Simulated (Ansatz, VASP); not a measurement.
## Two plane-wave programs on Be2Se

```
Be Se
1.0
     3.36174    0.00000    0.00000
    -1.68087    2.91135    0.00000
     0.00000    0.00000    4.26878
Be Se
2 1
Direct
  0.33333 0.66667 0.31164
  0.66667 0.33333 0.68836
  0.00000 0.00000 0.00000
```

Alike in both runs: functional PBE; k mesh 6 × 6 × 5; occupations gaussian, width 0.2 eV; no spin polarisation.

Ansatz relaxed the structure, and its values are those at the end. VASP's run is a single point on that final structure, the one shown.

```csv
,VASP,Ansatz
version,VASP 6.6.1,Ansatz 0.2.0
potentials or method,"VASP PAW PBE potentials, release 64 (Be, Se), cutoff 600 eV","scalar-relativistic, plane waves, PAW"
valence electrons in the cell,10,20
```

```tsv
	VASP	Ansatz	Ansatz less VASP
gap on the k mesh at the Fermi level (eV)	none	none	-
pressure (GPa)	0.4	0.3	-0.14
rms of the force components (eV/Å)	0.025	0.019	-0.0057
```

A gap of «none» marks a metal or a gap that the smearing closes. VASP's potentials hold 10 valence electrons a cell and Ansatz's 20, so a difference there can come from the potentials and not from the codes.
